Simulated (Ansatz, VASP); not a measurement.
# One calculation of Hf, two programs

File INCAR:

```
PREC     = Accurate       # precision mode
ENCUT    = 520            # plane-wave cutoff, eV
EDIFF    = 1E-6           # SCF threshold, eV
ISMEAR   = -1             # smearing method
SIGMA    = 0.03           # smearing width, eV
LREAL    = False          # projectors in reciprocal space
LASPH    = True           # aspherical terms in the spheres
NELM     = 80             # most SCF steps
ALGO     = Normal         # electronic algorithm
ISIF     = 2              # what is computed and relaxed
LWAVE    = False          # write WAVECAR
LCHARG   = True           # write CHGCAR
GGA      = PE             # functional
LELF     = True           # ELF
LVHAR    = True         
NBANDS   = 11             # bands
```

KPOINTS

```
Automatic mesh
0
Gamma
  13 13 13
```

Contents of POSCAR:

```
Hf
1.0
    0.0000000000      2.1756000000      2.2200000000
    2.1756000000      0.0000000000      2.2200000000
    2.1756000000      2.1756000000      0.0000000000
Hf
1
Direct
    0.0000000000      0.0000000000      0.0000000000
```

Input for Ansatz:

```yaml
crystal:
  lattice:
    - [0.0, 2.1756, 2.22]
    - [2.1756, 0.0, 2.22]
    - [2.1756, 2.1756, 0.0]
  atoms:
    - { symbol: Hf, position: [0.0, 0.0, 0.0] }
kpoints:
  mp_grid: { grid: [13, 13, 13] }
  band_path:
    path:
      - [0.0, 0.0, 0.0]
      - [0.0, 0.5, 0.5]
      - [0.25, 0.75, 0.5]
      - [0.0, 0.5, 0.0]
      - [0.0, 0.0, 0.0]
      - [0.5, 0.5, 0.0]
      - [0.37005, 0.62995, 0.0]
      - [-0.37005, 0.37005, 0.0]
      - [0.0, 0.0, 0.0]
    npoints: 5
scf:
  occupations: { method: fermi_dirac, width: 0.03 }
hamiltonian:
  xc: pbe
  pseudopotentials: { kind: all_electron, lapw: { basis_error: 0.001 } }
output:
  forces: true
  stress: true
  eigenvalues: true
```

Change from the starting cell: equal xx and yy strain of -2 %.

Alike in both runs: task single point; functional PBE; k mesh 13 × 13 × 13; occupations fermi-dirac, width 0.03 eV; no spin polarisation.

|  | VASP | Ansatz |
| --- | --- | --- |
| version | VASP 6.6.1 | Ansatz 0.2.0 |
| potentials or method | VASP PAW PBE potentials, release 64 (Hf_pv), cutoff 520 eV | all-electron LAPW, scalar-relativistic |

VASP gave:

- pressure (GPa): 7.8
- traceless stress, the component that is largest in VASP (GPa): -0.65

Question: What did Ansatz give for the same quantities?

Answer: Pressure (GPa): 8.3; traceless stress, the component that is largest in VASP (GPa): -0.67.

Ansatz ran all-electron here, and VASP with PAW potentials.

Spin-orbit coupling is off throughout.
